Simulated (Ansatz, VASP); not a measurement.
# One calculation of Bi, two programs

INCAR

```
PREC = Accurate ; ENCUT = 520
EDIFF = 1E-6 ; ISMEAR = -1
SIGMA = 0.1 ; LREAL = F
LASPH = T ; NELM = 100
ALGO = Normal ; ISIF = 2
LWAVE = F ; LCHARG = F
GGA = PE ; NBANDS = 22
```

File KPOINTS:

```
Automatic mesh
0
Gamma
  12 12 8
```

The input POSCAR:

```
Bi
1.0
   -3.0355407702      3.0684353019      1.6192093501
    3.0684353019     -3.0355407702      1.6192093501
    3.0138257683      3.0138257683     -1.5589629551
Bi
2
Direct
    0.0001780374      0.9998219626      1.0000000000
    0.7498219626      0.2501780374      0.5000000000
```

Input for Ansatz:

```yaml
crystal:
  lattice:
    - [-3.0355407702, 3.0684353019, 1.6192093501]
    - [3.0684353019, -3.0355407702, 1.6192093501]
    - [3.0138257683, 3.0138257683, -1.5589629551]
  atoms:
    - { symbol: Bi, position: [0.0001780374, 0.9998219626, 1.0] }
    - { symbol: Bi, position: [0.7498219626, 0.2501780374, 0.5] }
hamiltonian:
  xc: pbe
  pseudopotentials:
    kind: paw
    azcp:
      Bi: "pseudopotentials/Bi.paw.azcp"
basis:
  ecutwfc: 420
  fft_grid_basis: typed
kpoints:
  mp_grid: { grid: [12, 12, 8], shift: [0, 0, 0] }
magnetization:
  spin_polarized: false
scf:
  occupations: { method: fermi_dirac, width: 0.1 }
  lower_state_search: "off"
output:
  stress: true
```

Alike in both runs: task single point; functional PBE; k mesh 12 × 12 × 8; occupations fermi-dirac, width 0.1 eV; no spin polarisation.

|  | VASP | Ansatz |
| --- | --- | --- |
| version | VASP 6.6.1 | Ansatz 0.2.0 |
| potentials or method | VASP PAW PBE potentials, release 64 (Bi_d), cutoff 520 eV | plane waves (420 eV) with PAW, scalar-relativistic |
| valence electrons in the cell | 30 | 30 |

|  | VASP | Ansatz | Ansatz less VASP |
| --- | --- | --- | --- |
| pressure (GPa) | 8.3 | 8.4 | +0.07 |
| traceless stress, the component that is largest in VASP (GPa) | 0.19 | 0.19 | -0.001 |

Spin-orbit coupling is off throughout.
